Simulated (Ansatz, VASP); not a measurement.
Sb in VASP and in Ansatz

```
Sb
1.0
    -1.87134    1.87134    1.87134
     1.87134   -1.87134    1.87134
     1.87134    1.87134   -1.87134
Sb
1
Cartesian
  0.0000 0.0000 0.0000
```

Alike in both runs: task single point; functional PBE-based screened hybrid with a share of 0.15 of exact exchange and HFSCREEN = 0.2078699; k mesh 6 × 6 × 6; occupations fermi-dirac, width 0.05 eV; no spin polarisation.

```csv
,VASP,Ansatz
version,VASP 6.6.1,Ansatz 0.2.0
potentials or method,"VASP PAW PBE potentials, release 64 (Sb)",Ansatz PAW
plane-wave cutoff (eV),520,420
valence electrons in the cell,5,15
```

```tsv
	VASP	Ansatz	Ansatz less VASP
gap on the k mesh at the Fermi level (eV)	none	none	-
pressure (GPa)	1.9	2.4	+0.57
```

VASP's potentials were made for PBE, not for PBE-based screened hybrid. A gap of «none» marks a metal or a gap that the smearing closes. VASP's potentials hold 5 valence electrons a cell and Ansatz's 15, so a difference there can come from the potentials and not from the codes.

The k mesh is coarse, so the values compare programs but aren't converged. Spin-orbit coupling is off throughout.
